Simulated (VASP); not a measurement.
Write the native input for VASP 6.6.1 that does the following.

```
Task                   : single point
Functional             : LDA
Potentials or basis    : VASP PAW LDA potentials, release 64 (Na_pv, I)
Cutoff                 : 500 eV
k mesh                 : 3 × 3 × 3
Occupations            : gaussian, width 0.01 eV
Spin                   : no spin polarisation
Dipole correction      : no
Further INCAR settings : ALGO = Normal; EDIFF = 1e-06; NBANDS = 14
```

The structure of NaI lies in POSCAR:

```
NaI
1.0
    4.5769610000      0.0000000000      0.0000000000
    2.2884805000      3.9637644981      0.0000000000
    2.2884805000      1.3212548327      3.7370730075
Na I
1 1
Direct
    0.0000000000      0.0000000000      0.0000000000
    0.5000000000      0.5000000000      0.5000000000
```

These files were run (other wordings do the same):

INCAR

```
SYSTEM = NaI
PREC     = Accurate       ! precision mode
ENCUT    = 500            ! plane-wave cutoff, eV
EDIFF    = 1E-6           ! SCF threshold, eV
ISMEAR   = 0              ! smearing method
SIGMA    = 0.01           ! smearing width, eV
LREAL    = .False.        ! projectors in reciprocal space
LASPH    = .True.         ! aspherical terms in the spheres
NELM     = 120            ! most SCF steps
ALGO     = Normal         ! electronic algorithm
ISIF     = 2              ! what is computed and relaxed
LWAVE    = .False.        ! write WAVECAR
LCHARG   = .False.        ! write CHGCAR
NBANDS   = 14             ! bands
GGA_COMPAT= .False.
```

KPOINTS

```
Automatic mesh
0
Gamma
  3 3 3
  0 0 0
```

Potentials or basis: VASP PAW LDA potentials, release 64 (Na_pv, I).

Run with:

```bash
$ cat potpaw_LDA.64/Na_pv/POTCAR potpaw_LDA.64/I/POTCAR > POTCAR
$ mpirun -np 1 vasp_std > vasp.out
```

It gave:

```json
{
  "Pressure": "-1.3 GPa",
  "Band gap on the k mesh": "3.32 eV"
}
```

Caveat: the k points lie up to 0.56 Å⁻¹ apart; spin-orbit coupling is left out, which moves the levels of the heavy elements.

Wall time 7.3 s on 1 thread of Intel Xeon 8259CL (shared host), peak memory 0.17 GiB.
